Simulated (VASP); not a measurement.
Crystal: CoO.

```xyz
2
Lattice="-1.5080 1.5080 2.1072 1.5080 -1.5080 2.1072 1.5080 1.5080 -2.1072" Properties=species:S:1:pos:R:3 pbc="T T T"
Co    0.0000    0.0000    0.0000
O     0.0000    0.0000    2.1072
```

Base run:

| Property | Result |
| --- | --- |
| Program | VASP 6.6.1 |
| Functional | PBE |
| Potentials or basis | VASP PAW PBE potentials, release 64 (Co, O) |
| Cutoff | 520 eV |
| k mesh | 12 × 12 × 12 |
| Occupations | fermi-dirac, width 0.05 eV |
| Spin | collinear spin, ferromagnetic start |
| Starting moments | [2.0, 0.0] μB |

Its results: pressure -0.5 GPa; net moment 2.88 μB per cell; site moments Co +2.54; O +0.29 μB.

Problem. After a change of settings the same cell gave: pressure -1.1 GPa; net moment 2.82 μB per cell; site moments Co +2.50; O +0.27 μB. Which change was it?
A. functional from PBE to PBEsol; occupations from fermi-dirac, width 0.05 eV to gaussian, width 0.1 eV
B. cutoff from 520 eV to 600 eV; k mesh from 12 × 12 × 12 to 7 × 7 × 7
C. functional from PBE to RPBE; occupations from fermi-dirac, width 0.05 eV to gaussian, width 0.05 eV
D. functional from PBE to LDA; potentials or basis from VASP PAW PBE potentials, release 64 (Co, O) to VASP PAW LDA potentials, release 64 (Co, O)

Solution. B.

Caveats: some runs use coarse meshes; a cell with one magnetic atom can't hold antiferromagnetic order, which such compounds often take.
